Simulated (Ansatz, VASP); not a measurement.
## Two plane-wave programs on BiMo

INCAR

```
ALGO = Normal ; EDIFF = 1E-8
ENCUT = 520 ; GGA = PS
ISIF = 2 ; ISMEAR = -1
LASPH = T ; LCHARG = F
LEFG = T ; LREAL = F
LWAVE = F ; NBANDS = 22
NELM = 60 ; PREC = Accurate
SIGMA = 0.05
```

File KPOINTS:

```
k-points
0
Gamma
  12 12 12
```

Contents of POSCAR:

```
BiMo
1.0
    0.0000000000      2.8444813037      2.8444813037
    2.8444813037      0.0000000000      2.8444813037
    2.8444813037      2.8444813037      0.0000000000
Mo Bi
1 1
Direct
    0.0000000000      0.0000000000      0.0000000000
    0.5000000000      0.5000000000      0.5000000000
```

Input for Ansatz:

```yaml
crystal:
  lattice:
    - [0.0, 2.8444813037, 2.8444813037]
    - [2.8444813037, 0.0, 2.8444813037]
    - [2.8444813037, 2.8444813037, 0.0]
  atoms:
    - { symbol: Mo, position: [0.0, 0.0, 0.0] }
    - { symbol: Bi, position: [0.5, 0.5, 0.5] }
kpoints:
  mp_grid: { grid: [12, 12, 12] }
  band_path:
    path:
      - [0.0, 0.0, 0.0]
      - [0.5, 0.0, 0.5]
      - [0.625, 0.25, 0.625]
      - [0.375, 0.375, 0.75]
      - [0.0, 0.0, 0.0]
      - [0.5, 0.5, 0.5]
      - [0.5, 0.25, 0.75]
      - [0.5, 0.0, 0.5]
    npoints: 5
scf:
  occupations: { method: fermi_dirac, width: 0.05 }
hamiltonian:
  xc: pbesol
  pseudopotentials: { kind: paw }
output:
  forces: true
  stress: true
  eigenvalues: true
  efg: { contact_densities: true }
  write_density: true
  write_potential: true
  elf: true
  volumetric_format: npy
```

Alike in both runs: task electric field gradients; functional PBEsol; k mesh 12 × 12 × 12; occupations fermi-dirac, width 0.05 eV; no spin polarisation.

|  | VASP | Ansatz |
| --- | --- | --- |
| version | VASP 6.6.1 | Ansatz 0.2.0 |
| potentials or method | VASP PAW PBE potentials, release 64 (Mo_sv, Bi_d) | PAW with Ansatz's default frozen-core files, scalar-relativistic |
| plane-wave cutoff (eV) | 520 | 420 |
| valence electrons in the cell | 29 | 29 |

```csv
,VASP,Ansatz,Ansatz less VASP
pressure (GPa),-4.6,-4.6,-0.09
```

VASP's potentials were made for PBE, not for PBEsol. The functional is the same, so the differences come from potentials, cutoffs and numerics.

Neither program's run includes spin-orbit coupling.
